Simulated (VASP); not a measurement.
# Hf (P6_3/mmc) in VASP: a series of runs, part 2 of 2

VASP 6.6.1. Earlier steps stand in the parts before.

### Step 4. Electric field gradients, PBE (zz strain of +2 %)

The input, INCAR:

```
ALGO = Normal
EDIFF = 1E-8
ENCUT = 400
GGA = PE
GGA_COMPAT = False
ISIF = 2
ISMEAR = -1
LASPH = True
LCHARG = False
LEFG = True
LREAL = False
LWAVE = False
NBANDS = 17
NELM = 120
PREC = Accurate
SIGMA = 0.05
```

The input, KPOINTS:

```
k-points
0
Gamma
  13 13 7
```

The input, POSCAR:

```
Hf
1.0
    3.1966985242      0.0000000000      0.0000000000
   -1.5983492621      2.7684221302      0.0000000000
    0.0000000000      0.0000000000      5.1589560000
Hf
2
Direct
    0.3333333333      0.6666666667      0.2500000000
    0.6666666667      0.3333333333      0.7500000000
```

Potentials or basis: VASP PAW PBE potentials, release 64 (Hf_pv).

Run with:

```sh
> cat potpaw_PBE.64/Hf_pv/POTCAR > POTCAR
> mpirun -np 1 vasp_std > vasp.out
```

OUTCAR:

```text
EDIFF = 1E-8
   ENCUT = 400
   GGA = PE
   ISIF = 2
   ISMEAR = -1
   LASPH = True
   LREAL = False
   NELM = 120
   PREC = Accurate

 ion  position               nearest neighbor table
   1  0.333  0.667  0.250-   2 3.17   2 3.17   2 3.17   2 3.17   2 3.17   2 3.17
   2  0.667  0.333  0.750-   1 3.17   1 3.17   1 3.17   1 3.17   1 3.17   1 3.17

  LATTYP: Found a hexagonal cell.
 ALAT       =     3.1966985242
 C/A-ratio  =     1.6138387655

  Lattice vectors:

 A1 = (   3.1966985242,   0.0000000000,   0.0000000000)
 A2 = (  -1.5983492621,   2.7684221302,   0.0000000000)
 A3 = (   0.0000000000,   0.0000000000,   5.1589560000)

Analysis of symmetry for initial positions (statically):
=====================================================================
 Subroutine PRICEL returns:
 Original cell was already a primitive cell.

 Routine SETGRP: Setting up the symmetry group for a
 hexagonal supercell.

 Subroutine GETGRP returns: Found 24 space group operations
 (whereof 12 operations were pure point group operations)
 out of a pool of 24 trial point group operations.

The static configuration has the point symmetry D_3d.
 The point group associated with its full space group is D_6h.

Analysis of symmetry for dynamics (positions and initial velocities):
=====================================================================
 Subroutine PRICEL returns:
 Original cell was already a primitive cell.

 Routine SETGRP: Setting up the symmetry group for a
 hexagonal supercell.

 Subroutine GETGRP returns: Found 24 space group operations
 (whereof 12 operations were pure point group operations)
 out of a pool of 24 trial point group operations.
[... 153 lines left out ...]
 cond. band min:       4.7813024294   @ k =   0.3846   0.2308   0.2857
 fundamental gap:      0.0118127455
 Fermi energy:         4.7699149495

 k-point     1 :       0.0000    0.0000    0.0000
  band No.  band energies     occupation
      1     -26.2893      2.00000
      2     -25.5933      2.00000
      3     -25.5933      2.00000
      4     -25.5141      2.00000
      5     -25.4855      2.00000
      6     -25.4855      2.00000
[... 457 lines left out ...]
      4     -25.6258      2.00000
      5     -25.5440      2.00000
      6     -25.5105      2.00000
[... 9 lines left out ...]
     16       7.5405      0.00000
     17      10.3984      0.00000

 [... further k-points ...]
[... 5 lines left out ...]
  --------------------------------------------------------------------------------------
  -------------------------------------------------------------------------------------
  Total       -0.2770569     -0.2770569     -1.0344066      0.0000000      0.0000000     -0.0000000
  in kB       -9.7226299     -9.7226299    -36.2999527      0.0000000      0.0000000     -0.0000000
  external PRESSURE =     -18.5817375 kB  Pullay stress =       0.0000000 kB

 VOLUME and BASIS-vectors are now :
 -----------------------------------------------------------------------------
  energy-cutoff  :      400.00
  volume of cell :       45.66
      direct lattice vectors                 reciprocal lattice vectors
     3.196698524  0.000000000  0.000000000     0.312822743  0.180608295  0.000000000
    -1.598349262  2.768422130  0.000000000     0.000000000  0.361216589  0.000000000
     0.000000000  0.000000000  5.158956000     0.000000000  0.000000000  0.193837668

 POSITION                                       TOTAL-FORCE (eV/Angst)
 -----------------------------------------------------------------------------------
     -0.00000      1.84561      1.28974         0.000000      0.000000      0.000000
      1.59835      0.92281      3.86922         0.000000      0.000000      0.000000
 -----------------------------------------------------------------------------------
    total drift:                               -0.000000      0.000000     -0.000000

  FREE ENERGIE OF THE ION-ELECTRON SYSTEM (eV)
  ---------------------------------------------------
  free  energy   TOTEN  =       -19.8446726719 eV

  energy  without entropy=      -19.8308068034  energy(sigma->0) =      -19.83773974

 Electric field gradients (V/A^2)
---------------------------------------------------------------------
 ion       V_xx      V_yy      V_zz      V_xy      V_xz      V_yz
---------------------------------------------------------------------
   1     -28.954   -28.953    57.907     0.000     0.000    -0.000
   2     -28.954   -28.953    57.907     0.000    -0.000     0.000
---------------------------------------------------------------------

 Electric field gradients after diagonalization (V/A^2)
 (convention: |V_zz| > |V_xx| > |V_yy|)
----------------------------------------------------------------------
 ion       V_xx      V_yy      V_zz     asymmetry (V_yy - V_xx)/ V_zz
----------------------------------------------------------------------
   1     -28.954   -28.953    57.907       0.000
   2     -28.954   -28.953    57.907       0.000
----------------------------------------------------------------------

           NMR quadrupolar parameters

 Cq : quadrupolar parameter    Cq=e*Q*V_zz/h
 eta: asymmetry parameters     (V_yy - V_xx)/ V_zz
 Q  : nuclear electric quadrupole moment in mb (millibarn)
----------------------------------------------------------------------
 ion       Cq(MHz)       eta       Q (mb)
----------------------------------------------------------------------
   1       0.140       0.000       1.000
   2       0.140       0.000       1.000
----------------------------------------------------------------------
```

OSZICAR:

```text
N       E                     dE             d eps       ncg     rms          rms(c)
DAV:   1     0.428387917783E+02    0.42839E+02   -0.10011E+04  2896   0.916E+02
DAV:   2    -0.189738806501E+02   -0.61813E+02   -0.60253E+02  3725   0.219E+02
DAV:   3    -0.205692661137E+02   -0.15954E+01   -0.15866E+01  3689   0.247E+01
DAV:   4    -0.205823420434E+02   -0.13076E-01   -0.13070E-01  3603   0.275E+00
DAV:   5    -0.205824841615E+02   -0.14212E-03   -0.14208E-03  3730   0.247E-01    0.641E+01
DAV:   6    -0.200417912521E+02    0.54069E+00   -0.51385E-01  3357   0.458E+00    0.379E+01
DAV:   7    -0.198554947055E+02    0.18630E+00   -0.86488E-01  3415   0.568E+00    0.185E+00
DAV:   8    -0.198445781128E+02    0.10917E-01   -0.55725E-02  3401   0.152E+00    0.318E-01
DAV:   9    -0.198446845889E+02   -0.10648E-03   -0.11840E-03  3842   0.244E-01    0.188E-01
DAV:  10    -0.198446689479E+02    0.15641E-04   -0.58548E-05  3402   0.508E-02    0.212E-01
DAV:  11    -0.198446726951E+02   -0.37471E-05   -0.54276E-06  3726   0.166E-02    0.930E-03
DAV:  12    -0.198446727351E+02   -0.40015E-07   -0.33532E-07  3457   0.372E-03    0.200E-03
DAV:  13    -0.198446727129E+02    0.22231E-07   -0.86822E-09  2683   0.713E-04    0.126E-03
DAV:  14    -0.198446726751E+02    0.37771E-07   -0.74615E-10  1914   0.197E-04    0.274E-04
DAV:  15    -0.198446726719E+02    0.32258E-08   -0.11631E-10  1736   0.806E-05
   1 F= -.19844673E+02 E0= -.19837740E+02  d E =-.138659E-01
```

Wall time 58 s (1 thread of Intel Xeon 8259CL, shared host); peak memory 0.18 GiB.

What came out:

```
Free energy                             : -19.8447 eV
Pressure                                : -1.9 GPa
Band gap on the k mesh                  : zero (bands 10 and 11 overlap by 1.60 eV)
Largest electric field gradient by atom : Hf +57.9 V/Å²
```

Stress tensor (GPa, compression positive):
```
-0.97  0.00  0.00
 0.00 -0.97  0.00
 0.00  0.00 -3.63
```

Electric field gradients, principal values (V/Å²):
```tsv
atom	least	middle	greatest (by size)
1 Hf	-28.953	-28.954	57.907
2 Hf	-28.953	-28.954	57.907
```

Caveat: the cell differs from its parent crystal (zz strain of +2 %); without QUAD_EFG the Cq values of the log hold for a quadrupole moment of 1 mb, not for the nuclei; spin-orbit coupling is left out, which moves the levels of the heavy elements.

The gap in the log of VASP goes by the Fermi energy; the results here count the filled bands.